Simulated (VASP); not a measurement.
Write the native input for VASP 6.6.1 that does the following.

```yaml
Task: single point
Functional: PBEsol
Potentials_or_basis: VASP PAW PBE potentials, release 64 (Li_sv, O)
Cutoff: 750 eV
k_mesh: 8 × 8 × 8
Occupations: gaussian, width 0.01 eV
Spin: no spin polarisation
Dipole_correction: no
Further_INCAR_settings: ALGO = Normal; EDIFF = 1e-06; NBANDS = 13
```

The structure of Li2O lies in POSCAR:

```
Li2O
1.0
    0.0000000000      2.2863690217      2.2863690217
    2.2863690217      0.0000000000      2.2863690217
    2.2863690217      2.2863690217      0.0000000000
Li O
2 1
Direct
    0.2500000000      0.2500000000      0.2500000000
    0.7500000000      0.7500000000      0.7500000000
    0.0000000000      0.0000000000      0.0000000000
```

One way to write it, as run:

INCAR

```
SYSTEM = Li2O
PREC = Accurate ; ENCUT = 750
EDIFF = 1E-6 ; ISMEAR = 0
SIGMA = 0.01 ; LREAL = .FALSE.
LASPH = .TRUE. ; NELM = 120
ALGO = Normal ; ISIF = 2
LWAVE = .FALSE. ; LCHARG = .TRUE.
GGA = PS ; LELF = .TRUE.
LVHAR = .TRUE. ; NBANDS = 13
GGA_COMPAT = .FALSE.
```

KPOINTS

```
regular mesh
0
G
  8 8 8
  0 0 0
```

Potentials or basis: VASP PAW PBE potentials, release 64 (Li_sv, O).

Run with:

```bash
$ cat potpaw_PBE.64/Li_sv/POTCAR potpaw_PBE.64/O/POTCAR > POTCAR
$ mpirun -np 1 vasp_std > vasp.out
```

Results of the run:

```yaml
Pressure: 0.5 GPa
Band_gap_on_the_k_mesh: 4.88 eV, indirect (least direct gap 5.38 eV)
```

Caveat: the PAW data sets were made with another functional, which shifts forces and pressure a little.

It took 31 s on 1 thread of Intel Xeon 8259CL (shared host), peak memory 0.16 GiB.
